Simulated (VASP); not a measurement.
## BN (t.b): single point with PBE

Crystal: BN (t.b).

```
B N
1.0
     0.00000    1.81203    1.81203
     1.81203    0.00000    1.81203
     1.81203    1.81203    0.00000
B N
1 1
Cartesian
  0.0000 0.0000 0.0000
  0.9060 0.9060 0.9060
```

- Program: VASP 6.6.1
- Task: single point
- Functional: PBE
- Potentials or basis: VASP PAW PBE potentials, release 64 (B, N)
- Cutoff: 600 eV
- k mesh: 12 × 12 × 12
- Occupations: gaussian, width 0.02 eV
- Spin: no spin polarisation
- Dipole correction: no
- Further INCAR settings: ALGO = Normal; EDIFF = 1e-06; NBANDS = 11

```json
{
 "Pressure": "0.2 GPa",
 "Band gap on the k mesh": "4.45 eV, indirect (least direct gap 8.78 eV)"
}
```

Levels at points of the mesh, in eV from the valence-band top:
```csv
k point,band 1,band 2,band 3,band 4,band 5,band 6,band 7,band 8,band 9
"(0.00, 0.00, 0.00)",-20.15,0.00,0.00,0.00,8.78,8.78,8.78,10.23,24.61
"(0.50, 0.00, 0.00)",-15.96,-10.62,-1.93,-1.93,10.05,10.66,10.66,15.18,23.35
"(0.50, 0.50, 0.00)",-14.61,-8.87,-4.87,-4.87,4.45,9.19,17.80,17.80,20.66
```

Wall time 12 s on 1 thread of AMD EPYC 9R45 (Zen 5), with other jobs on the host, peak memory 0.08 GiB.

A k mesh can miss the band edges. As with any semilocal functional, this PBE gap is likely too small.
